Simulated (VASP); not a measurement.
## CdH2O2: single point with r2SCAN

CdH2O2:

```
Cd H O
1.0
     3.62901    0.00000    0.00000
    -1.81450    3.14281    0.00000
     0.00000    0.00000    4.79285
Cd H O
1 2 2
Direct
  0.00000 0.00000 0.00000
  0.66667 0.33333 0.55096
  0.33333 0.66667 0.44904
  0.66667 0.33333 0.75937
  0.33333 0.66667 0.24063
```

```
Program             : VASP 6.6.1
Task                : single point
Functional          : r2SCAN
Potentials or basis : VASP PAW PBE potentials, release 64 (Cd, H, O)
Cutoff              : 520 eV
k mesh              : 6 × 6 × 4
Occupations         : gaussian, width 0.01 eV
Spin                : no spin polarisation
```

```yaml
Pressure: -9.2 GPa
Largest_force: 1.346 eV/Å
Band_gap_on_the_k_mesh: 1.97 eV (least direct gap 2.30 eV)
```

Forces on the atoms (eV/Å):
```
Cd   0.000  0.000  0.000
H    0.000  0.000  1.346
H    0.000  0.000 -1.346
O    0.000  0.000 -0.745
O    0.000  0.000  0.745
```

Stress tensor (GPa, compression positive):
```
 -7.22   0.00   0.00
  0.00  -7.22   0.00
  0.00   0.00 -13.28
```

Levels at points of the mesh, in eV from the valence-band top:
```tsv
k point	band 10	band 11	band 12	band 13	band 14	band 15	band 16	band 17
(0.00, 0.00, 0.00)	-0.80	-0.80	-0.33	-0.33	1.97	6.84	10.20	13.28
(0.50, 0.00, 0.00)	-2.86	-2.02	-1.82	0.00	6.61	6.80	9.24	10.83
(0.00, 0.00, 0.50)	-1.02	-1.02	-0.09	-0.09	4.39	4.90	11.28	11.59
(0.50, 0.00, 0.50)	-1.98	-1.94	-1.41	-0.43	6.21	7.46	9.34	9.74
```

Wall time 73 s on 1 thread of Intel(R) Xeon(R) 6975P-C (Granite Rapids) (shared host), peak memory 0.18 GiB.

Caveat: the stress differs along the axes, from -13 to -7 GPa; the PAW data sets were made with another functional, which shifts forces and pressure a little. A k mesh can miss the band edges.
